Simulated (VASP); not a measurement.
# Be: relaxation of cell and atoms with PBEsol

Crystal: Be.

```
Be
1.0
     2.15648    0.00000    0.00000
     0.00000    2.15648    0.00000
     0.00000    0.00000    2.15648
Be
1
Direct
  0.00000 0.00000 0.00000
```

This isn't the form of Be at room conditions, which is hcp.

```yaml
Program: VASP 6.6.1
Task: relaxation of cell and atoms
Functional: PBEsol
Potentials_or_basis: VASP PAW PBE potentials, release 64 (Be)
Cutoff: 600 eV
k_mesh: 26 × 26 × 26
Occupations: gaussian, width 0.1 eV
Spin: no spin polarisation
Dipole_correction: no
Further_INCAR_settings: ALGO = Normal; EDIFF = 1e-07; IBRION = 2; EDIFFG = -0.01; NSW = 100; ISIF = 3
```

The relaxed volume is 10.21 Å³/atom, the relaxed cell is a = 2.169 Å, b = 2.169 Å, c = 2.169 Å, α = 90.00°, β = 90.00°, γ = 90.00° and the space group after relaxing (to 0.1 Å) is Pm-3m (No. 221). The energy gained by relaxing is 0.7 meV/atom. The ionic steps are 3, the pressure after relaxing is 0.0 GPa and the band gap on the k mesh is zero (bands 1 and 2 overlap by 7.15 eV).

The path:
| step | energy change (eV) | largest force (eV/Å) | pressure (GPa) | volume (Å³) |
| --- | --- | --- | --- | --- |
| 1 | 0.0000 | 0.0000 | 1.36 | 10.03 |
| 2 | -0.0007 | 0.0000 | 0.39 | 10.15 |
| 3 | -0.0007 | 0.0000 | -0.02 | 10.21 |

Final structure:
```cif
data_structure
_symmetry_space_group_name_H-M 'P 1'
_symmetry_Int_Tables_number 1
_cell_length_a 2.1692
_cell_length_b 2.1692
_cell_length_c 2.1692
_cell_angle_alpha 90.000
_cell_angle_beta 90.000
_cell_angle_gamma 90.000
_cell_volume 10.21
loop_
_atom_site_label
_atom_site_type_symbol
_atom_site_fract_x
_atom_site_fract_y
_atom_site_fract_z
_atom_site_occupancy
Be1 Be 0.00000 0.00000 0.00000 1
```

Levels at points of the mesh, in eV from the Fermi level:
```csv
k point,band 1,band 2,band 3,band 4,band 5
"(0.00, 0.00, 0.00)",-9.72,13.59,13.59,13.59,19.26
"(0.50, 0.00, 0.00)",-4.70,-1.76,17.28,17.28,24.77
"(0.50, 0.50, 0.00)",0.67,0.67,6.63,7.23,20.32
"(0.50, 0.50, 0.50)",5.39,5.39,5.39,13.24,13.24
```

Wall time 58 s on 1 thread of Intel Xeon 8259CL, with other jobs on the host, peak memory 0.14 GiB.

Caveat: the PAW data sets were made with another functional, which shifts forces and pressure a little.
